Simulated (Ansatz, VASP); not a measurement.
AgCl: VASP beside Ansatz

INCAR

```
ALGO = Normal
EDIFF = 1E-7
ENCUT = 520
GGA = PE
ISIF = 2
ISMEAR = -1
LASPH = True
LCHARG = True
LELF = True
LREAL = False
LVHAR = True
LWAVE = False
NBANDS = 26
NELM = 100
PREC = Accurate
SIGMA = 0.03
```

Contents of KPOINTS:

```
k-points
0
Gamma
  9 9 8
```

POSCAR

```
AgCl
1.0
    1.8522006060     -5.5010292834      0.0000000000
    1.8522006060      5.5010292834      0.0000000000
    0.0000000000      0.0000000000      3.9240373500
Ag Cl
2 2
Direct
    0.3965554000      0.6034446000      0.7500000000
    0.6034446000      0.3965554000      0.2500000000
    0.8654487300      0.1345512700      0.2500000000
    0.1345512700      0.8654487300      0.7500000000
```

Input for Ansatz:

```yaml
crystal:
  lattice:
    - [1.852200606, -5.5010292834, 0.0]
    - [1.852200606, 5.5010292834, 0.0]
    - [0.0, 0.0, 3.92403735]
  atoms:
    - { symbol: Ag, position: [0.3965554, 0.6034446, 0.75] }
    - { symbol: Ag, position: [0.6034446, 0.3965554, 0.25] }
    - { symbol: Cl, position: [0.86544873, 0.13455127, 0.25] }
    - { symbol: Cl, position: [0.13455127, 0.86544873, 0.75] }
kpoints:
  mp_grid: { grid: [9, 9, 8] }
  band_path:
    path:
      - [0.0, 0.0, 0.0]
      - [-0.5, 0.5, 0.0]
      - [-0.2783418463, 0.7216581537, 0.0]
      - [0.2783418463, 0.2783418463, 0.0]
      - [0.0, 0.0, 0.0]
      - [0.0, 0.0, 0.5]
      - [0.2783418463, 0.2783418463, 0.5]
      - [-0.2783418463, 0.7216581537, 0.5]
      - [-0.5, 0.5, 0.5]
    npoints: 5
scf:
  occupations: { method: fermi_dirac, width: 0.03 }
hamiltonian:
  xc: pbe
  pseudopotentials: { kind: all_electron, lapw: { basis_error: 0.001 } }
output:
  forces: true
  stress: true
  eigenvalues: true
```

Change from the starting cell: equal xx and yy strain of -1 %.

Alike in both runs: task single point; functional PBE; k mesh 9 × 9 × 8; occupations fermi-dirac, width 0.03 eV; no spin polarisation.

```csv
,VASP,Ansatz
version,VASP 6.6.1,Ansatz 0.2.0
potentials or method,"VASP PAW PBE potentials, release 64 (Ag, Cl), cutoff 520 eV","all-electron LAPW, scalar-relativistic"
```

Ansatz gave:

- pressure (GPa): 2.8
- traceless stress, the component that is largest in VASP (GPa): 0.11
- rms of the force components (eV/Å): 0.008

Q: Estimate VASP's values.

A: Pressure (GPa): 2.6; traceless stress, the component that is largest in VASP (GPa): 0.09; rms of the force components (eV/Å): 0.006.

Atom by atom the forces differ by 0.002 eV/Å (rms over components). Ansatz ran all-electron here, and VASP with PAW potentials.
